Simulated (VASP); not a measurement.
# TiAlF (P4/mmm) in VASP: further runs

Runs on TiAlF. Level: PBE. Tasks: single point, relaxation of cell and atoms.

Program: VASP 6.6.1. These are calculated values, not measurements. Logs are shortened: lines on timing, memory, paths and dates and some standing lists are left out, and cuts for length are marked.

### 1 The cell of the first run

Symmetry: P4/mmm, No. 123, tetragonal system. The conventional cell has a = 2.962 Å, b = 2.962 Å, c = 5.526 Å, α = 90.00°, β = 90.00°, γ = 90.00°. Ti (site symmetry 4/mmm) has 4 F at 2.09 Å and 2 Al at 2.76 Å within 2.8 Å. Within 3.6 Å of Al (site symmetry 4/mmm) lie 2 Ti at 2.76 Å and 4 Al at 2.96 Å and 8 F at 3.47 Å. Within 2.8 Å of F (site symmetry 4/mmm) lie 4 Ti at 2.09 Å.

### 2 Single point, PBE

INCAR reads:

```
SYSTEM = TiAlF
ALGO = Normal
EDIFF = 1E-7
ENCUT = 520
GGA = PE
ISIF = 2
ISMEAR = 0
LASPH = .TRUE.
LCHARG = .FALSE.
LREAL = .FALSE.
LWAVE = .FALSE.
NBANDS = 18
NELM = 100
PREC = Accurate
SIGMA = 0.1
```

KPOINTS reads:

```
k-points
0
G
  16 16 8
  0 0 0
```

POSCAR reads:

```
TiAlF
1.0
    2.9623133171      0.0000000000      0.0000000000
    0.0000000000      2.9623133171      0.0000000000
    0.0000000000      0.0000000000      5.5264560879
Ti Al F
1 1 1
Direct
    0.5000000000      0.5000000000      0.0000000000
    0.5000000000      0.5000000000      0.5000000000
    0.0000000000      0.0000000000      0.0000000000
```

Potentials or basis: VASP PAW PBE potentials, release 64 (Ti_sv, Al, F).

Run with:

```
> cat potpaw_PBE.64/Ti_sv/POTCAR potpaw_PBE.64/Al/POTCAR potpaw_PBE.64/F/POTCAR > POTCAR
> mpirun -np 1 vasp_std > vasp.out
```

OUTCAR:

```text
SYSTEM = TiAlF
   EDIFF = 1E-7
   ENCUT = 520
   GGA = PE
   ISIF = 2
   ISMEAR = 0
   LASPH = .TRUE.
   LREAL = .FALSE.
   NELM = 100
   PREC = Accurate

 ion  position               nearest neighbor table
   1  0.500  0.500  0.000-   3 2.09   3 2.09   3 2.09   3 2.09   2 2.76   2 2.76
   2  0.500  0.500  0.500-   1 2.76   1 2.76
   3  0.000  0.000  0.000-   1 2.09   1 2.09   1 2.09   1 2.09

  LATTYP: Found a simple tetragonal cell.
 ALAT       =     2.9623133171
 C/A-ratio  =     1.8655879700

  Lattice vectors:

 A1 = (   2.9623133171,   0.0000000000,   0.0000000000)
 A2 = (   0.0000000000,   2.9623133171,   0.0000000000)
 A3 = (   0.0000000000,   0.0000000000,   5.5264560879)

Analysis of symmetry for initial positions (statically):
=====================================================================
 Subroutine PRICEL returns:
 Original cell was already a primitive cell.

 Routine SETGRP: Setting up the symmetry group for a
 simple tetragonal supercell.

 Subroutine GETGRP returns: Found 16 space group operations
 (whereof 16 operations were pure point group operations)
 out of a pool of 16 trial point group operations.

The static configuration has the point symmetry D_4h.

Analysis of symmetry for dynamics (positions and initial velocities):
=====================================================================
 Subroutine PRICEL returns:
 Original cell was already a primitive cell.

 Routine SETGRP: Setting up the symmetry group for a
 simple tetragonal supercell.

 Subroutine GETGRP returns: Found 16 space group operations
 (whereof 16 operations were pure point group operations)
 out of a pool of 16 trial point group operations.

The dynamic configuration has the point symmetry D_4h.

 Subroutine INISYM returns: Found 16 space group operations
 (whereof 16 operations are pure point group operations),
 and found     1 'primitive' translations

----------------------------------------------------------------------------------------

                                     Primitive cell

  volume of cell :      48.4963

  direct lattice vectors                    reciprocal lattice vectors
     2.962313317  0.000000000  0.000000000     0.337574015  0.000000000  0.000000000
     0.000000000  2.962313317  0.000000000     0.000000000  0.337574015  0.000000000
     0.000000000  0.000000000  5.526456088     0.000000000  0.000000000  0.180947787

  length of vectors
     2.962313317  2.962313317  5.526456088     0.337574015  0.337574015  0.180947787

  position of ions in fractional coordinates (direct lattice)
     0.500000000  0.500000000  0.000000000
     0.500000000  0.500000000  0.500000000
     0.000000000  0.000000000  0.000000000

  ion indices of the primitive-cell ions
   primitive index   ion index
                 1           1
                 2           2
                 3           3

----------------------------------------------------------------------------------------

 KPOINTS: k-points

Automatic generation of k-mesh.
 Grid dimensions read from file:
 generate k-points for:   16   16    8

 Generating k-lattice:

  Cartesian coordinates                     Fractional coordinates (reciprocal lattice)
     0.021098376  0.000000000  0.000000000     0.062500000  0.000000000  0.000000000
     0.000000000  0.021098376  0.000000000     0.000000000  0.062500000  0.000000000
     0.000000000  0.000000000  0.022618473     0.000000000  0.000000000  0.125000000

  Length of vectors
     0.021098376  0.021098376  0.022618473

  Shift w.r.t. Gamma in fractional coordinates (k-lattice)
     0.000000000  0.000000000  0.000000000

 Subroutine IBZKPT returns following result:
 ===========================================

 Found    225 irreducible k-points:

 Following reciprocal coordinates:
            Coordinates               Weight
  0.000000  0.000000  0.000000      1.000000
  0.062500  0.000000  0.000000      4.000000
  0.125000  0.000000  0.000000      4.000000
  0.187500  0.000000  0.000000      4.000000
  0.250000  0.000000  0.000000      4.000000
  0.312500  0.000000  0.000000      4.000000
[... 16 lines left out ...]
  0.437500  0.125000  0.000000      8.000000
  0.500000  0.125000  0.000000      4.000000
 [... further k-points ...]
   k-points           NKPTS =    225   k-points in BZ     NKDIM =    225   number of bands    NBANDS=     18
   number of dos      NEDOS =    301   number of ions     NIONS =      3
   total plane-waves  NPLWV =  24192
   dimension x,y,z NGX =    24 NGY =   24 NGZ =   42
   dimension x,y,z NGXF=    48 NGYF=   48 NGZF=   84
   ions per type =               1   1   1
   NGX,Y,Z   is equivalent  to a cutoff of  13.47, 13.47, 12.63 a.u.
   NGXF,Y,Z  is equivalent  to a cutoff of  26.94, 26.94, 25.27 a.u.
 SYSTEM =  TiAlF
   PREC   = accura    normal or accurate (medium, high low for compatibility)
   ISTART =      0    job   : 0-new  1-cont  2-samecut
   ICHARG =      2    charge: 1-file 2-atom 10-const
   ISPIN  =      1    spin polarized calculation?
   LNONCOLLINEAR =      F non collinear calculations
   LSORBIT =      F    spin-orbit coupling
   LASPH  =      T    aspherical Exc in radial PAW
   ENCUT  =  520.0 eV  38.22 Ry    6.18 a.u.   5.51  5.51 10.28*2*pi/ulx,y,z
   NELM   =    100;   NELMIN=  2; NELMDL= -5     # of ELM steps
   EDIFF  = 0.1E-06   stopping-criterion for ELM
   LREAL  =      F    real-space projection
   EDIFFG = 0.1E-05   stopping-criterion for IOM
   NSW    =      0    number of steps for IOM
   IBRION =     -1    ionic relax: 0-MD 1-quasi-New 2-CG
   NFREE  =      0    steps in history (QN), initial steepest desc. (CG)
   ISIF   =      2    stress and relaxation
   ISYM   =      2    0-nonsym 1-usesym 2-fastsym
   POTIM  = 0.5000    time-step for ionic-motion
   TEBEG  =    0.0;   TEEND  =   0.0 temperature during run
   PSTRESS=    0.0 pullay stress
   NELECT =      22.0000    total number of electrons
   NUPDOWN=      -1.0000    fix difference up-down
   EMIN   =  10.00;   EMAX   =-10.00  energy-range for DOS
   EFERMI =   0.00;   METHOD = LEGACY
   ISMEAR =     0;   SIGMA  =   0.10  broadening in eV -4-tet -1-fermi 0-gaus
   EFERMI_NEDOS =   21; number of points for ismear=-14 and -15
   IALGO  =     38    algorithm
   IMIX   =      4    mixing-type and parameters
     AMIX     =   0.40;   BMIX     =  1.00
     AMIX_MAG =   1.60;   BMIX_MAG =  1.00
  volume/ion in A,a.u.               =      16.17       109.09
  Fermi-wavevector in a.u.,A,eV,Ry     =   1.257900  2.377087 21.528671  1.582313
  Thomas-Fermi vector in A             =   2.391536
   LORBIT       =      0    0 simple, 1 ext, 2 COOP (PROOUT), +10 PAW based schemes
   GGA     = PE    functional components
   LHFCALC =     F    Hartree Fock is set to
   AEXX    =    0.0000 exact exchange contribution
   IVDW    =     0    specifies the selected vdW correction
   LEPSILON=     F    determine dielectric tensor
   LRPA    =     F    only Hartree local field effects (RPA)
 non-spin polarized calculation
 Gauss-broadening in eV      SIGMA  =   0.10
  energy-cutoff  :      520.00
  volume of cell :       48.50
 maximum number of plane-waves:      1333
 NGX is ok and might be reduce to    24
   NGX = 11   NGY = 11   NGZ = 21

 number of electron      21.9999979 magnetization

 Free energy of the ion-electron system (eV)
  ---------------------------------------------------
  ext. energy  EPLUGINS =         0.00000000
  ---------------------------------------------------
  free energy    TOTEN  =       -16.09381360 eV

  energy without entropy =      -16.08482514  energy(sigma->0) =      -16.08931937

 E-fermi :   6.3304     XC(G=0): -10.1398

 val. band max:        6.3281335904   @ k =   0.4375   0.3125   0.1250
 cond. band min:       6.3354533996   @ k =   0.5000   0.1875   0.1250
 fundamental gap:      0.0073198092
 Fermi energy:         6.3304007076

 k-point     1 :       0.0000    0.0000    0.0000
  band No.  band energies     occupation
      1     -51.4521      2.00000
      2     -27.7090      2.00000
      3     -27.7090      2.00000
      4     -27.5342      2.00000
      5     -21.0670      2.00000
      6      -2.0976      2.00000
[... 10 lines left out ...]
     17      14.6117      0.00000
     18      14.6117      0.00000

 k-point     2 :       0.0625    0.0000    0.0000
  band No.  band energies     occupation
      1     -51.4505      2.00000
      2     -27.7326      2.00000
      3     -27.7069      2.00000
      4     -27.5328      2.00000
      5     -21.0398      2.00000
      6      -2.1790      2.00000
[... 10 lines left out ...]
     17      13.1772      0.00000
     18      14.6642      0.00000

 k-point     3 :       0.1250    0.0000    0.0000
  band No.  band energies     occupation
      1     -51.4461      2.00000
      2     -27.7989      2.00000
      3     -27.7008      2.00000
      4     -27.5288      2.00000
      5     -20.9627      2.00000
      6      -2.4482      2.00000
[... 10 lines left out ...]
     17      11.6937      0.00000
     18      14.8210      0.00000

 k-point     4 :       0.1875    0.0000    0.0000
  band No.  band energies     occupation
      1     -51.4395      2.00000
      2     -27.8957      2.00000
      3     -27.6916      2.00000
      4     -27.5228      2.00000
      5     -20.8494      2.00000
      6      -2.8119      2.00000
[... 375 lines left out ...]
      4     -27.4978      2.00000
      5     -20.5325      2.00000
      6      -3.7640      2.00000
[... 10 lines left out ...]
     17      11.9810      0.00000
     18      13.5711      0.00000

 k-point    23 :       0.4375    0.1250    0.0000
  band No.  band energies     occupation
      1     -51.4071      2.00000
      2     -28.2246      2.00000
      3     -27.7089      2.00000
      4     -27.4939      2.00000
      5     -20.4810      2.00000
      6      -3.8774      2.00000
[... 10 lines left out ...]
     17      12.7880      0.00000
     18      13.0144      0.00000

 k-point    24 :       0.5000    0.1250    0.0000
  band No.  band energies     occupation
      1     -51.4056      2.00000
      2     -28.2434      2.00000
      3     -27.7058      2.00000
      4     -27.4925      2.00000
      5     -20.4630      2.00000
      6      -3.9157      2.00000
[... 10 lines left out ...]
     17      12.8164      0.00000
     18      13.5022      0.00000

 [... further k-points ...]

------------------------ aborting loop because EDIFF is reached ----------------------------------------

  FORCE on cell =-STRESS in cart. coord.  units (eV):
  Direction    XX          YY          ZZ          XY          YZ          ZX
  --------------------------------------------------------------------------------------
  -------------------------------------------------------------------------------------
  Total        0.0728908      0.0728908     -0.0279434      0.0000000      0.0000000      0.0000000
  in kB        2.4081021      2.4081021     -0.9231699      0.0000000      0.0000000      0.0000000
  external PRESSURE =       1.2976781 kB  Pullay stress =       0.0000000 kB

 VOLUME and BASIS-vectors are now :
 -----------------------------------------------------------------------------
  energy-cutoff  :      520.00
  volume of cell :       48.50
      direct lattice vectors                 reciprocal lattice vectors
     2.962313317  0.000000000  0.000000000     0.337574015  0.000000000  0.000000000
     0.000000000  2.962313317  0.000000000     0.000000000  0.337574015  0.000000000
     0.000000000  0.000000000  5.526456088     0.000000000  0.000000000  0.180947787

 POSITION                                       TOTAL-FORCE (eV/Angst)
 -----------------------------------------------------------------------------------
      1.48116      1.48116      0.00000         0.000000      0.000000      0.000000
      1.48116      1.48116      2.76323         0.000000      0.000000      0.000000
      0.00000      0.00000      0.00000         0.000000      0.000000      0.000000
 -----------------------------------------------------------------------------------
    total drift:                                0.000000     -0.000000     -0.000000

  FREE ENERGIE OF THE ION-ELECTRON SYSTEM (eV)
  ---------------------------------------------------
  free  energy   TOTEN  =       -16.0938135983 eV

  energy  without entropy=      -16.0848251357  energy(sigma->0) =      -16.08931937
```

Wall time 2 min (1 thread of Intel Xeon Platinum 8259CL at 2.50GHz (Skylake/Cascade Lake), shared host); peak memory 0.32 GiB.

What came out:

```yaml
Free_energy: -16.0938 eV
Pressure: 0.1 GPa
Band_gap_on_the_k_mesh: zero (bands 11 and 12 overlap by 0.67 eV)
```

[end of part 1 of 3]
